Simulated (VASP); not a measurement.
# MoSe2 (P6_3/mmc) in VASP: a series of runs, part 2 of 2

VASP 6.6.1. The steps go on from the part before.

## (3) Relaxation of cell and atoms, r2SCAN+D3(BJ)

This run uses another cell than the first one, of 20.42 Å³/atom.

Contents of POSCAR:

```
MoSe2
1.0
    3.2996092086      0.0000000000      0.0000000000
   -1.6498046043      2.8575453972      0.0000000000
    0.0000000000      0.0000000000     12.9957797838
Mo Se
2 4
Direct
    0.3333333333      0.6666666667      0.2500000000
    0.6666666667      0.3333333333      0.7500000000
    0.3333333333      0.6666666667      0.6224987904
    0.6666666667      0.3333333333      0.1224987904
    0.3333333333      0.6666666667      0.8775012096
    0.6666666667      0.3333333333      0.3775012096
```

Contents of INCAR.step1:

```
PREC = Accurate
ENCUT = 550
ISMEAR = 0
SIGMA = 0.02
LREAL = F
LASPH = T
NELM = 120
GGA = PE
ALGO = Normal
EDIFF = 1E-5
LWAVE = T
LCHARG = F
GGA_COMPAT = F
IBRION = 2
ISIF = 3
EDIFFG = -0.005
NELMIN = 4
NSW = 100
```

Contents of INCAR.step2:

```
PREC = Accurate
ENCUT = 550
EDIFF = 1E-7
ISMEAR = 0
SIGMA = 0.02
LREAL = F
LASPH = T
NELM = 120
ALGO = Normal
ISIF = 3
LWAVE = F
LCHARG = F
METAGGA = R2SCAN
LMIXTAU = T
IVDW = 12
VDW_S6 = 1.0
VDW_S8 = 0.78981345
VDW_A1 = 0.49484001
VDW_A2 = 5.73083694
IBRION = 2
NSW = 100
EDIFFG = -0.005
ISTART = 1
GGA_COMPAT = F
NELMIN = 4
```

Contents of KPOINTS:

```
Automatic mesh
0
Gamma
  9 9 2
```

Potentials or basis: VASP PAW PBE potentials, release 64 (Mo_sv, Se).

The run is started by

```sh
$ cat potpaw_PBE.64/Mo_sv/POTCAR potpaw_PBE.64/Se/POTCAR > POTCAR
$ cp INCAR.step1 INCAR
$ mpirun -np 1 vasp_std > vasp.out
$ cp INCAR.step2 INCAR
$ mpirun -np 1 vasp_std > vasp.out
```

OUTCAR:

```text
PREC = Accurate
   ENCUT = 550
   EDIFF = 1E-7
   ISMEAR = 0
   LREAL = F
   LASPH = T
   NELM = 120
   ISIF = 3
   METAGGA = R2SCAN
   IVDW = 12
   IBRION = 2
   NSW = 100
   EDIFFG = -0.005
   ISTART = 1
   NELMIN = 4
 IVDW          = 12

 ion  position               nearest neighbor table
   1  0.333  0.667  0.250-   4 2.52   6 2.52   4 2.52   6 2.52   4 2.52   6 2.52
   2  0.667  0.333  0.750-   3 2.52   5 2.52   3 2.52   5 2.52   3 2.52   5 2.52
   3  0.333  0.667  0.622-   2 2.52   2 2.52   2 2.52
   4  0.667  0.333  0.122-   1 2.52   1 2.52   1 2.52
   5  0.333  0.667  0.878-   2 2.52   2 2.52   2 2.52
   6  0.667  0.333  0.378-   1 2.52   1 2.52   1 2.52

  LATTYP: Found a hexagonal cell.
 ALAT       =     3.2996092086
 C/A-ratio  =     3.9385814993

  Lattice vectors:

 A1 = (   3.2996092086,   0.0000000000,   0.0000000000)
 A2 = (  -1.6498046043,   2.8575453972,   0.0000000000)
 A3 = (   0.0000000000,   0.0000000000,  12.9957797838)

Analysis of symmetry for initial positions (statically):
=====================================================================
 Subroutine PRICEL returns:
 Original cell was already a primitive cell.

 Routine SETGRP: Setting up the symmetry group for a
 hexagonal supercell.
[... 151 lines left out ...]
  Thomas-Fermi vector in A             =   2.365097
   LORBIT       =      0    0 simple, 1 ext, 2 COOP (PROOUT), +10 PAW based schemes
   METAGGA = R2SCAN    functional components
   LHFCALC =     F    Hartree Fock is set to
   AEXX    =    0.0000 exact exchange contribution
   IVDW    =    12    specifies the selected vdW correction
   LEPSILON=     F    determine dielectric tensor
   LRPA    =     F    only Hartree local field effects (RPA)
 conjugate gradient relaxation of ions
 non-spin polarized calculation
 Gauss-broadening in eV      SIGMA  =   0.02
  energy-cutoff  :      550.00
  volume of cell :      122.53
 maximum number of plane-waves:      3626
 NGX is ok and might be reduce to    28
   NGX = 13   NGY = 13   NGZ = 49

--------------------------------------- Ionic step        1  -------------------------------------------

 number of electron      51.9999995 magnetization

 Free energy of the ion-electron system (eV)
  ---------------------------------------------------
  ext. energy  EPLUGINS =         0.00000000
  ---------------------------------------------------
  free energy    TOTEN  =      -113.85493858 eV

  energy without entropy =     -113.85493858  energy(sigma->0) =     -113.85493858

------------------------ aborting loop because EDIFF is reached ----------------------------------------

 Edisp (eV)   -1.30823

 E8    (eV) :    -0.4409
[... 211 lines left out ...]
--------------------------------------- Ionic step        6  -------------------------------------------

 number of electron      51.9999996 magnetization

 Free energy of the ion-electron system (eV)
  ---------------------------------------------------
  ext. energy  EPLUGINS =         0.00000000
  ---------------------------------------------------
  free energy    TOTEN  =      -113.85871457 eV

  energy without entropy =     -113.85871457  energy(sigma->0) =     -113.85871457

 E-fermi :   6.3240     XC(G=0): -11.2137

 val. band max:        6.1331597971   @ k =   0.0000   0.0000   0.0000
 cond. band min:       7.1966172986   @ k =   0.2222   0.1111   0.0000
 fundamental gap:      1.0634575015
 Fermi energy:         6.3239713218

 k-point     1 :       0.0000    0.0000    0.0000
  band No.  band energies     occupation
      1     -57.0583      2.00000
      2     -57.0583      2.00000
      3     -30.4856      2.00000
      4     -30.4856      2.00000
      5     -30.3126      2.00000
      6     -30.3126      2.00000
[... 842 lines left out ...]
  FREE ENERGIE OF THE ION-ELECTRON SYSTEM (eV)
  ---------------------------------------------------
  free  energy   TOTEN  =      -115.1634670866 eV

  energy  without entropy=     -115.1634670866  energy(sigma->0) =     -115.16346709

 reached required accuracy - stopping structural energy minimisation
```

OSZICAR.step1:

```text
N       E                     dE             d eps       ncg     rms          rms(c)
DAV:   1     0.455654850136E+03    0.45565E+03   -0.29677E+04  1696   0.163E+03
DAV:   2    -0.149478695329E+02   -0.47060E+03   -0.46116E+03  1866   0.390E+02
DAV:   3    -0.411979277820E+02   -0.26250E+02   -0.26044E+02  1890   0.773E+01
[... 420 lines left out ...]
       N       E                     dE             d eps       ncg     rms          rms(c)
DAV:   1    -0.399788226563E+02   -0.15671E-03   -0.36586E-03  1509   0.471E-01    0.118E-01
DAV:   2    -0.399787160480E+02    0.10661E-03   -0.10653E-03  1700   0.195E-01    0.371E-02
DAV:   3    -0.399786794343E+02    0.36614E-04   -0.33521E-04  1560   0.745E-02    0.213E-02
DAV:   4    -0.399786720749E+02    0.73594E-05   -0.41558E-05  1216   0.385E-02
  58 F= -.39978672E+02 E0= -.39978672E+02  d E =-.659815E-05
```

Wall time 67 min (1 thread of Intel Xeon Platinum 8259CL at 2.50GHz (Skylake/Cascade Lake), shared host); peak memory 0.36 GiB.

What came out:

| Item | Value |
| --- | --- |
| Free energy | -115.1635 eV |
| Relaxed volume | 20.48 Å³/atom |
| Relaxed cell | a = 3.303 Å, b = 3.303 Å, c = 13.001 Å, α = 90.00°, β = 90.00°, γ = 120.00° |
| Space group after relaxing (to 0.1 Å) | P6_3/mmc (No. 194) |
| Energy gained by relaxing | 0.0 meV/atom |
| Ionic steps | 6 |
| Pressure after relaxing | 0.0 GPa |
| Largest force after relaxing | 0.004 eV/Å |
| Band gap on the k mesh | 1.06 eV (least direct gap 1.50 eV) |
| Dispersion energy per atom | -0.217 eV |

Forces on the atoms (eV/Å):
```
Mo   0.000  0.000  0.000
Mo   0.000  0.000  0.000
Se   0.000  0.000  0.004
Se   0.000  0.000  0.004
Se   0.000  0.000 -0.004
Se   0.000  0.000 -0.004
```

The path:
```csv
step,energy change (eV),largest force (eV/Å),pressure (GPa),volume (Å³)
1,0.0000,0.0231,0.32,122.53
2,0.0007,0.0842,-0.54,123.25
3,-0.0003,0.0144,0.02,122.78
4,-0.0003,0.0153,0.01,122.79
5,-0.0003,0.0051,0.00,122.85
6,-0.0003,0.0044,0.00,122.85
```

Final structure:
```
Mo Se
1.0
     3.30325    0.00000    0.00000
    -1.65163    2.86070    0.00000
     0.00000    0.00000   13.00078
Mo Se
2 4
Cartesian
  0.0000 1.9071 3.2502
  1.6516 0.9536 9.7506
  0.0000 1.9071 8.0932
  1.6516 0.9536 1.5928
  0.0000 1.9071 11.4080
  1.6516 0.9536 4.9076
```

Levels at points of the mesh, in eV from the valence-band top:
```tsv
k point	band 23	band 24	band 25	band 26	band 27	band 28	band 29	band 30
(0.00, 0.00, 0.00)	-1.68	-1.06	-0.94	0.00	2.55	2.55	2.61	2.61
(0.00, 0.00, 0.50)	-1.71	-1.71	-0.20	-0.20	2.57	2.57	2.57	2.57
```

Caveat: the PAW data sets were made with another functional, which shifts forces and pressure a little. r2SCAN opens gaps a little over a GGA but as a rule still falls short of measured ones.

## (4) Relaxation of shape and atoms at fixed volume, r2SCAN+D3(BJ) (18.01 Å³/atom)

This run uses another cell than the first one, of 18.01 Å³/atom.

Contents of POSCAR:

```
MoSe2
1.0
    3.2044055383      0.0000000000      0.0000000000
   -1.6022027692      2.7750966002      0.0000000000
    0.0000000000      0.0000000000     12.1532975172
Mo Se
2 4
Direct
    0.3333333333      0.6666666667      0.2500000000
    0.6666666667      0.3333333333      0.7500000000
    0.3333333333      0.6666666667      0.6148757794
    0.6666666667      0.3333333333      0.1148757794
    0.3333333333      0.6666666667      0.8851242206
    0.6666666667      0.3333333333      0.3851242206
```

Contents of INCAR.step1:

```
SYSTEM = MoSe2
PREC = Accurate
ENCUT = 550
ISMEAR = 0
SIGMA = 0.02
LREAL = .FALSE.
LASPH = .TRUE.
NELM = 120
GGA = PE
ALGO = Normal
EDIFF = 1E-5
LWAVE = .TRUE.
LCHARG = .FALSE.
GGA_COMPAT = .FALSE.
IBRION = 2
ISIF = 3
EDIFFG = -0.005
NELMIN = 4
NSW = 100
```

Contents of INCAR.step2:

```
SYSTEM = MoSe2
PREC = Accurate
ENCUT = 550
EDIFF = 1E-7
ISMEAR = 0
SIGMA = 0.02
LREAL = .FALSE.
LASPH = .TRUE.
NELM = 120
ALGO = Normal
ISIF = 4
LWAVE = .FALSE.
LCHARG = .FALSE.
METAGGA = R2SCAN
LMIXTAU = .TRUE.
IVDW = 12
VDW_S6 = 1.0
VDW_S8 = 0.78981345
VDW_A1 = 0.49484001
VDW_A2 = 5.73083694
IBRION = 2
NSW = 50
EDIFFG = -0.01
ISTART = 1
GGA_COMPAT = .FALSE.
NELMIN = 4
```

Contents of KPOINTS:

```
Automatic mesh
0
G
  9 9 2
  0 0 0
```

The run is started by

```sh
$ cat potpaw_PBE.64/Mo_sv/POTCAR potpaw_PBE.64/Se/POTCAR > POTCAR
$ cp INCAR.step1 INCAR
$ mpirun -np 1 vasp_std > vasp.out
$ cp INCAR.step2 INCAR
$ mpirun -np 1 vasp_std > vasp.out
```

Wall time 70 min (1 thread of Oxide Virtual Turin-like, shared host); peak memory 0.3 GiB.

It converged, with:

* Free energy: -114.7893 eV
* Energy gained by relaxing: 5.7 meV/atom
* Ionic steps: 5
* Pressure after relaxing: 9.8 GPa
* Largest force after relaxing: 0.004 eV/Å
* Band gap on the k mesh: 0.67 eV (least direct gap 1.65 eV)
* Dispersion energy per atom: -0.249 eV

Forces on the atoms (eV/Å):
```
Mo   0.000  0.000  0.000
Mo   0.000  0.000  0.000
Se   0.000  0.000 -0.004
Se   0.000  0.000 -0.004
Se   0.000  0.000  0.004
Se   0.000  0.000  0.004
```

Step by step:
```tsv
step	energy change (eV)	largest force (eV/Å)	pressure (GPa)	volume (Å³)
1	0.0000	0.5936	12.55	108.07
2	-0.0251	0.1022	9.61	108.07
3	-0.0275	0.0523	10.26	108.07
4	-0.0335	0.0208	9.92	108.07
5	-0.0343	0.0038	9.76	108.07
```

Final structure:
```
CELL_PARAMETERS angstrom
3.21332 0.00000 0.00000
-1.60666 2.78282 0.00000
0.00000 0.00000 12.08597
ATOMIC_POSITIONS crystal
Mo 0.33333 0.66667 0.25000
Mo 0.66667 0.33333 0.75000
Se 0.33333 0.66667 0.61232
Se 0.66667 0.33333 0.11232
Se 0.33333 0.66667 0.88768
Se 0.66667 0.33333 0.38768
```

Levels at points of the mesh, in eV from the valence-band top:
```tsv
k point	band 23	band 24	band 25	band 26	band 27	band 28	band 29	band 30
(0.00, 0.00, 0.00)	-1.78	-1.64	-0.49	0.00	2.47	2.47	2.54	2.63
(0.00, 0.00, 0.50)	-1.84	-1.84	-0.13	-0.13	2.48	2.48	2.48	2.48
```

Caveat: the PAW data sets were made with another functional, which shifts forces and pressure a little.

## (5) Summary

| task | cell | gap on the mesh (eV) | pressure (GPa) |
| --- | --- | --- | --- |
| relaxation of shape and atoms at fixed volume | relaxed from a = 3.251, b = 3.251, c = 12.613 Å, angles 90.0, 90.0, 120.0°, 6 atoms, atomic positions A | 0.87 | 3.6 |
| relaxation of cell and atoms | relaxed from a = 3.300, b = 3.300, c = 12.996 Å, angles 90.0, 90.0, 120.0°, 6 atoms, atomic positions B | 1.06 | 0.0 |
| relaxation of shape and atoms at fixed volume | relaxed from a = 3.204, b = 3.204, c = 12.153 Å, angles 90.0, 90.0, 120.0°, 6 atoms, atomic positions C | 0.67 | 9.8 |

Alike in all rows: level r2SCAN+D3(BJ); potentials or basis VASP PAW PBE potentials, release 64 (Mo_sv, Se); no spin polarisation; k mesh 9 × 9 × 2; cutoff (eV) 550; smearing gaussian 0.02 eV.

Caveats: the PAW data sets were made with another functional, which shifts forces and pressure a little.

Total energies depend on the potentials used, so only differences within one code and one set of settings carry meaning.
